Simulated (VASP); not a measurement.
**PbAu3: single point with LDA**

PbAu3:

```xyz
4
Lattice="0.0000 3.4820 3.4820 3.4820 0.0000 3.4820 3.4820 3.4820 0.0000" Properties=species:S:1:pos:R:3 pbc="T T T"
Pb    3.4820    3.4820    3.4820
Au    5.2230    5.2230    5.2230
Au    1.7410    1.7410    1.7410
Au    0.0000    0.0000    0.0000
```

```
Program                : VASP 6.6.1
Task                   : single point
Functional             : LDA
Potentials or basis    : VASP PAW LDA potentials, release 64 (Pb_d, Au)
Cutoff                 : 520 eV
k mesh                 : 5 × 5 × 5
Occupations            : methfessel-paxton, width 0.01 eV
Spin                   : no spin polarisation
Dipole correction      : no
Further INCAR settings : ALGO = Normal; EDIFF = 1e-06; NBANDS = 32
```

The pressure is -8.5 GPa and the band gap on the k mesh is zero (an odd number of electrons rules out a gap without spin polarisation).

Levels at points of the mesh, in eV from the Fermi level:
| k point | band 20 | band 21 | band 22 | band 23 | band 24 | band 25 | band 26 | band 27 |
| --- | --- | --- | --- | --- | --- | --- | --- | --- |
| (0.00, 0.00, 0.00) | -3.26 | -3.26 | -2.83 | 0.93 | 2.26 | 2.26 | 2.26 | 3.98 |

It took 15 s on 1 thread of Intel(R) Xeon(R) 6975P-C (Granite Rapids), with other jobs on the host, peak memory 0.2 GiB.

Caveat: the cell stands under tension; spin-orbit coupling is left out, which moves the levels of the heavy elements.
